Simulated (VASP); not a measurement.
Set up this calculation in VASP 6.6.1, as the native input.

```yaml
Task: single point
Functional: PBEsol
Potentials_or_basis: VASP PAW PBE potentials, release 64 (Al, Ga_d, N)
Cutoff: 520 eV
k_mesh: 6 × 6 × 6
Occupations: gaussian, width 0.02 eV
Spin: no spin polarisation
Dipole_correction: no
Further_INCAR_settings: ALGO = Normal; EDIFF = 1e-07; NBANDS = 41
```

The structure of AlGa3N4 lies in POSCAR:

```
AlGa3N4
1.0
    4.4375602049      0.0000000000      0.0000000000
    0.0000000000      4.4375602049      0.0000000000
    0.0000000000      0.0000000000      4.4375602049
Al Ga N
1 3 4
Direct
    0.0000000000      0.0000000000      0.0000000000
    0.5000000000      0.5000000000      0.0000000000
    0.5000000000      0.0000000000      0.5000000000
    0.0000000000      0.5000000000      0.5000000000
    0.7550434857      0.7550434857      0.2449565143
    0.7550434857      0.2449565143      0.7550434857
    0.2449565143      0.7550434857      0.7550434857
    0.2449565143      0.2449565143      0.2449565143
```

These files were run (other wordings do the same):

INCAR

```
PREC = Accurate
ENCUT = 520
EDIFF = 1E-7
ISMEAR = 0
SIGMA = 0.02
LREAL = F
LASPH = T
NELM = 100
ALGO = Normal
ISIF = 2
LWAVE = F
LCHARG = F
GGA = PS
NBANDS = 41
```

KPOINTS

```
Automatic mesh
0
Gamma
  6 6 6
```

Potentials or basis: VASP PAW PBE potentials, release 64 (Al, Ga_d, N).

Launch:

```bash
$ cat potpaw_PBE.64/Al/POTCAR potpaw_PBE.64/Ga_d/POTCAR potpaw_PBE.64/N/POTCAR > POTCAR
$ mpirun -np 1 vasp_std > vasp.out
```

It gave:

- Pressure: 3.9 GPa
- Largest force: 0.010 eV/Å
- Band gap on the k mesh: 2.45 eV, direct

Caveat: the PAW data sets were made with another functional, which shifts forces and pressure a little.

Wall time 3.4 min on 1 thread of AMD EPYC 7R13 (shared host), peak memory 0.2 GiB.
